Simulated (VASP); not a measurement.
# MgF2 (P4_2/mnm) in VASP: notebook, part 2 of 2

VASP 6.6.1. The steps go on from the part before.

## 4. Single point, PBE (12.06 Å³/atom)

This run uses another cell than the first one, of 12.06 Å³/atom.

File INCAR:

```
  ALGO = Normal
  EDIFF = 1E-6
  ENCUT = 600
  GGA = PE
  GGA_COMPAT = F
  ISIF = 2
  ISMEAR = 0
  LASPH = T
  LCHARG = T
  LELF = T
  LREAL = F
  LVHAR = T
  LWAVE = F
  NBANDS = 25
  NELM = 120
  PREC = Accurate
  SIGMA = 0.01
```

File KPOINTS:

```
k-points
0
Gamma
  4 4 8
```

File POSCAR:

```
MgF2
1.0
    4.7897331589      0.0000000000      0.0000000000
    0.0000000000      4.7897331589      0.0000000000
    0.0000000000      0.0000000000      3.1537298336
Mg F
2 4
Direct
    0.0000000000      0.0000000000      0.0000000000
    0.5000000000      0.5000000000      0.5000000000
    0.3035644552      0.3035644552      0.0000000000
    0.1964355448      0.8035644552      0.5000000000
    0.6964355448      0.6964355448      0.0000000000
    0.8035644552      0.1964355448      0.5000000000
```

Potentials or basis: VASP PAW PBE potentials, release 64 (Mg, F).

Launch:

```console
$ cat potpaw_PBE.64/Mg/POTCAR potpaw_PBE.64/F/POTCAR > POTCAR
$ mpirun -np 1 vasp_std > vasp.out
```

OUTCAR:

```text
EDIFF = 1E-6
   ENCUT = 600
   GGA = PE
   ISIF = 2
   ISMEAR = 0
   LASPH = T
   LREAL = F
   NELM = 120
   PREC = Accurate

 ion  position               nearest neighbor table
   1  0.000  0.000  0.000-   3 2.06   5 2.06   4 2.06   6 2.06   4 2.06   6 2.06
   2  0.500  0.500  0.500-   4 2.06   6 2.06   5 2.06   3 2.06   3 2.06   5 2.06
   3  0.304  0.304  0.000-   1 2.06   2 2.06   2 2.06
   4  0.196  0.804  0.500-   2 2.06   1 2.06   1 2.06
   5  0.696  0.696  0.000-   1 2.06   2 2.06   2 2.06
[... 883 lines left out ...]
  -------------------------------------------------------------------------------------
  Total       -2.4598849     -2.4598849     -2.8652465     -0.0000000      0.0000000      0.0000000
  in kB      -54.4726164    -54.4726164    -63.4490968     -0.0000000      0.0000000      0.0000000
  external PRESSURE =     -57.4647765 kB  Pullay stress =       0.0000000 kB

 VOLUME and BASIS-vectors are now :
 -----------------------------------------------------------------------------
  energy-cutoff  :      600.00
  volume of cell :       72.35
      direct lattice vectors                 reciprocal lattice vectors
     4.789733159  0.000000000  0.000000000     0.208779898  0.000000000  0.000000000
     0.000000000  4.789733159  0.000000000     0.000000000  0.208779898  0.000000000
     0.000000000  0.000000000  3.153729834     0.000000000  0.000000000  0.317084865

 POSITION                                       TOTAL-FORCE (eV/Angst)
 -----------------------------------------------------------------------------------
      0.00000      0.00000      0.00000        -0.000000      0.000000     -0.000000
      2.39487      2.39487      1.57686        -0.000000      0.000000     -0.000000
      1.45399      1.45399      0.00000         0.061086      0.061086      0.000000
      0.94087      3.84886      1.57686        -0.061086      0.061086      0.000000
      3.33574      3.33574      0.00000        -0.061086     -0.061086     -0.000000
      3.84886      0.94087      1.57686         0.061086     -0.061086     -0.000000
 -----------------------------------------------------------------------------------
    total drift:                                0.000000      0.000000     -0.000000

  FREE ENERGIE OF THE ION-ELECTRON SYSTEM (eV)
  ---------------------------------------------------
  free  energy   TOTEN  =       -31.4767877766 eV

  energy  without entropy=      -31.4767877766  energy(sigma->0) =      -31.47678778
```

OSZICAR:

```text
N       E                     dE             d eps       ncg     rms          rms(c)
DAV:   1     0.184884882659E+03    0.18488E+03   -0.18809E+04  1564   0.133E+03
DAV:   2    -0.244526729741E+02   -0.20934E+03   -0.20078E+03  1825   0.295E+02
DAV:   3    -0.340723641853E+02   -0.96197E+01   -0.95902E+01  1905   0.618E+01
DAV:   4    -0.341287108831E+02   -0.56347E-01   -0.56339E-01  1641   0.534E+00
DAV:   5    -0.341290062975E+02   -0.29541E-03   -0.29541E-03  1841   0.383E-01    0.100E+01
DAV:   6    -0.314443266780E+02    0.26847E+01   -0.86282E+00  1648   0.207E+01    0.315E+00
DAV:   7    -0.314518710986E+02   -0.75444E-02   -0.73642E-02  1549   0.187E+00    0.196E+00
DAV:   8    -0.314758706533E+02   -0.24000E-01   -0.72963E-02  1580   0.254E+00    0.211E-01
DAV:   9    -0.314762099004E+02   -0.33925E-03   -0.12943E-03  1891   0.248E-01    0.848E-02
DAV:  10    -0.314767850535E+02   -0.57515E-03   -0.44186E-04  1550   0.156E-01    0.111E-02
DAV:  11    -0.314767866600E+02   -0.16065E-05   -0.60354E-06  1931   0.204E-02    0.284E-03
DAV:  12    -0.314767878097E+02   -0.11497E-05   -0.20423E-06  1431   0.103E-02    0.131E-03
DAV:  13    -0.314767877766E+02    0.33090E-07   -0.74855E-08   906   0.208E-03
   1 F= -.31476788E+02 E0= -.31476788E+02  d E =-.146740E-16
```

Run time: 31 s. Hardware: 1 thread of Intel Xeon 6975P-C (Granite Rapids), shared host; peak memory 0.22 GiB.

Results:

* Free energy: -31.4768 eV
* Pressure: -5.7 GPa
* Largest force: 0.086 eV/Å
* Band gap on the k mesh: 6.41 eV

Forces in eV/Å, atoms in the order of the input:
```
Mg   0.000  0.000  0.000
Mg   0.000  0.000  0.000
F    0.061  0.061  0.000
F   -0.061  0.061  0.000
F   -0.061 -0.061  0.000
F    0.061 -0.061  0.000
```

Levels at points of the mesh, in eV from the valence-band top:
| k point | band 12 | band 13 | band 14 | band 15 | band 16 | band 17 | band 18 | band 19 | band 20 | band 21 |
| --- | --- | --- | --- | --- | --- | --- | --- | --- | --- | --- |
| (0.00, 0.00, 0.00) | -1.11 | -0.70 | -0.30 | -0.30 | 0.00 | 6.41 | 11.57 | 11.57 | 12.93 | 13.75 |
| (0.50, 0.00, 0.00) | -1.23 | -0.90 | -0.90 | -0.33 | -0.33 | 8.70 | 8.70 | 12.76 | 12.76 | 14.62 |
| (0.50, 0.50, 0.00) | -1.15 | -0.86 | -0.86 | -0.66 | -0.66 | 10.15 | 10.15 | 10.61 | 10.61 | 16.71 |
| (0.00, 0.00, 0.50) | -1.33 | -0.96 | -0.96 | -0.74 | -0.74 | 10.98 | 10.98 | 14.25 | 14.25 | 14.82 |
| (0.50, 0.00, 0.50) | -1.22 | -0.65 | -0.65 | -0.57 | -0.57 | 11.97 | 11.97 | 12.40 | 12.40 | 15.04 |
| (0.50, 0.50, 0.50) | -1.30 | -0.52 | -0.52 | -0.44 | -0.44 | 12.16 | 12.16 | 12.75 | 12.75 | 13.82 |

Caveat: the cell stands under tension. A k mesh can miss the band edges.

## 5. Single point, PBE

This run uses another cell than the first one, of 10.85 Å³/atom.

File INCAR:

```
SYSTEM = MgF2
PREC = Accurate
ENCUT = 600
EDIFF = 1E-6
ISMEAR = 0
SIGMA = 0.01
LREAL = .FALSE.
LASPH = .TRUE.
NELM = 120
ALGO = Normal
ISIF = 2
LWAVE = .FALSE.
LCHARG = .TRUE.
GGA = PE
LELF = .TRUE.
LVHAR = .TRUE.
NBANDS = 25
GGA_COMPAT = .FALSE.
```

File KPOINTS:

```
Automatic mesh
0
G
  6 6 8
  0 0 0
```

File POSCAR:

```
MgF2
1.0
    4.6220162621      0.0000000000      0.0000000000
    0.0000000000      4.6220162621      0.0000000000
    0.0000000000      0.0000000000      3.0461115434
Mg F
2 4
Direct
    0.0000000000      0.0000000000      0.0000000000
    0.5000000000      0.5000000000      0.5000000000
    0.3029506050      0.3029506050      0.0000000000
    0.1970493950      0.8029506050      0.5000000000
    0.6970493950      0.6970493950      0.0000000000
    0.8029506050      0.1970493950      0.5000000000
```

Potentials or basis: VASP PAW PBE potentials, release 64 (Mg, F).

Launch:

```console
$ cat potpaw_PBE.64/Mg/POTCAR potpaw_PBE.64/F/POTCAR > POTCAR
$ mpirun -np 1 vasp_std > vasp.out
```

OUTCAR:

```text
SYSTEM = MgF2
   PREC = Accurate
   ENCUT = 600
   EDIFF = 1E-6
   ISMEAR = 0
   LREAL = .FALSE.
   LASPH = .TRUE.
   NELM = 120
   ISIF = 2
   GGA = PE

 ion  position               nearest neighbor table
   1  0.000  0.000  0.000-   3 1.98   5 1.98   4 1.99   6 1.99   4 1.99   6 1.99   2 3.61   2 3.61
                             2 3.61   2 3.61   2 3.61   2 3.61   2 3.61   2 3.61
   2  0.500  0.500  0.500-   4 1.98   6 1.98   5 1.99   3 1.99   3 1.99   5 1.99   1 3.61   1 3.61
                             1 3.61   1 3.61   1 3.61   1 3.61   1 3.61   1 3.61
   3  0.303  0.303  0.000-   1 1.98   2 1.99   2 1.99
   4  0.197  0.803  0.500-   2 1.98   1 1.99   1 1.99
   5  0.697  0.697  0.000-   1 1.98   2 1.99   2 1.99
   6  0.803  0.197  0.500-   2 1.98   1 1.99   1 1.99

  LATTYP: Found a simple tetragonal cell.
 ALAT       =     4.6220162621
 C/A-ratio  =     0.6590438827

  Lattice vectors:

 A1 = (   4.6220162621,   0.0000000000,   0.0000000000)
 A2 = (   0.0000000000,   4.6220162621,   0.0000000000)
 A3 = (   0.0000000000,   0.0000000000,   3.0461115434)

Analysis of symmetry for initial positions (statically):
[... 189 lines left out ...]
 Fermi energy:        -1.0740323654

 k-point     1 :       0.0000    0.0000    0.0000
  band No.  band energies     occupation
      1     -21.9531      2.00000
      2     -21.1461      2.00000
      3     -21.1461      2.00000
      4     -21.0523      2.00000
      5      -5.2815      2.00000
      6      -3.7041      2.00000
[... 661 lines left out ...]
     24      15.0178      0.00000
     25      16.5843      0.00000

 [... further k-points ...]

------------------------ aborting loop because EDIFF is reached ----------------------------------------

  FORCE on cell =-STRESS in cart. coord.  units (eV):
  Direction    XX          YY          ZZ          XY          YZ          ZX
  --------------------------------------------------------------------------------------
  -------------------------------------------------------------------------------------
  Total        1.5073704      1.5073704      1.6801943      0.0000000      0.0000000      0.0000000
  in kB       37.1126368     37.1126368     41.3676964      0.0000000      0.0000000      0.0000000
  external PRESSURE =      38.5309900 kB  Pullay stress =       0.0000000 kB

 VOLUME and BASIS-vectors are now :
 -----------------------------------------------------------------------------
  energy-cutoff  :      600.00
  volume of cell :       65.07
      direct lattice vectors                 reciprocal lattice vectors
     4.622016262  0.000000000  0.000000000     0.216355794  0.000000000  0.000000000
     0.000000000  4.622016262  0.000000000     0.000000000  0.216355794  0.000000000
     0.000000000  0.000000000  3.046111543     0.000000000  0.000000000  0.328287387

 POSITION                                       TOTAL-FORCE (eV/Angst)
 -----------------------------------------------------------------------------------
      0.00000      0.00000      0.00000         0.000000     -0.000000     -0.000000
      2.31101      2.31101      1.52306         0.000000     -0.000000     -0.000000
      1.40024      1.40024      0.00000        -0.018059     -0.018059      0.000000
      0.91077      3.71125      1.52306         0.018059     -0.018059      0.000000
      3.22177      3.22177      0.00000         0.018059      0.018059     -0.000000
      3.71125      0.91077      1.52306        -0.018059      0.018059     -0.000000
 -----------------------------------------------------------------------------------
    total drift:                                0.000000     -0.000000     -0.000000

  FREE ENERGIE OF THE ION-ELECTRON SYSTEM (eV)
  ---------------------------------------------------
  free  energy   TOTEN  =       -31.5155750704 eV

  energy  without entropy=      -31.5155750704  energy(sigma->0) =      -31.51557507
```

OSZICAR:

```text
N       E                     dE             d eps       ncg     rms          rms(c)
DAV:   1     0.185269839989E+03    0.18527E+03   -0.19236E+04  2580   0.135E+03
DAV:   2    -0.249412847216E+02   -0.21021E+03   -0.20301E+03  3078   0.304E+02
DAV:   3    -0.340421768747E+02   -0.91009E+01   -0.90780E+01  3171   0.603E+01
DAV:   4    -0.340928172007E+02   -0.50640E-01   -0.50635E-01  2790   0.511E+00
DAV:   5    -0.340930739430E+02   -0.25674E-03   -0.25674E-03  3118   0.355E-01    0.100E+01
DAV:   6    -0.314656445859E+02    0.26274E+01   -0.81092E+00  2824   0.205E+01    0.298E+00
DAV:   7    -0.314852510149E+02   -0.19606E-01   -0.91152E-02  2647   0.195E+00    0.192E+00
DAV:   8    -0.315149478088E+02   -0.29697E-01   -0.57562E-02  2596   0.234E+00    0.211E-01
DAV:   9    -0.315150492442E+02   -0.10144E-03   -0.12541E-03  3211   0.252E-01    0.814E-02
DAV:  10    -0.315155757683E+02   -0.52652E-03   -0.49177E-04  2587   0.158E-01    0.196E-02
DAV:  11    -0.315155745195E+02    0.12488E-05   -0.93077E-06  3191   0.263E-02    0.399E-03
DAV:  12    -0.315155750704E+02   -0.55097E-06   -0.11957E-06  2035   0.882E-03
   1 F= -.31515575E+02 E0= -.31515575E+02  d E =-.698036E-67
```

It took 36 s on 1 thread of Intel Xeon 6975P-C (Granite Rapids), shared host; peak memory 0.23 GiB.

What came out:

- Free energy: -31.5156 eV
- Pressure: 3.9 GPa
- Largest force: 0.026 eV/Å
- Band gap on the k mesh: 7.12 eV

Forces on the atoms (eV/Å):
```
Mg   0.000  0.000  0.000
Mg   0.000  0.000  0.000
F   -0.018 -0.018  0.000
F    0.018 -0.018  0.000
F    0.018  0.018  0.000
F   -0.018  0.018  0.000
```

Stress tensor (GPa, compression positive):
```
3.71 0.00 0.00
0.00 3.71 0.00
0.00 0.00 4.14
```

Caveat: the cell stands under pressure. A k mesh can miss the band edges.

## 6. Overview

| cell | k mesh | gap on the mesh (eV) | pressure (GPa) | largest force (eV/Å) |
| --- | --- | --- | --- | --- |
| a = 4.698, b = 4.698, c = 3.093 Å, 6 atoms | 4 × 4 × 8 | 6.80 | -1.0 | - |
| a = 4.744, b = 4.744, c = 3.124 Å, 6 atoms | 4 × 4 × 8 | 6.60 | -3.5 | 0.05 |
| a = 4.790, b = 4.790, c = 3.154 Å, 6 atoms | 4 × 4 × 8 | 6.41 | -5.7 | 0.09 |
| a = 4.622, b = 4.622, c = 3.046 Å, 6 atoms | 6 × 6 × 8 | 7.12 | 3.9 | 0.03 |

Alike in all rows: task single point; level PBE; potentials or basis VASP PAW PBE potentials, release 64 (Mg, F); no spin polarisation; cutoff (eV) 600; smearing gaussian 0.01 eV.

Caveats: the cell stands under tension (at least some runs); the cell stands under pressure (at least some runs).

Absolute energies hang on the potentials; compare differences alone.
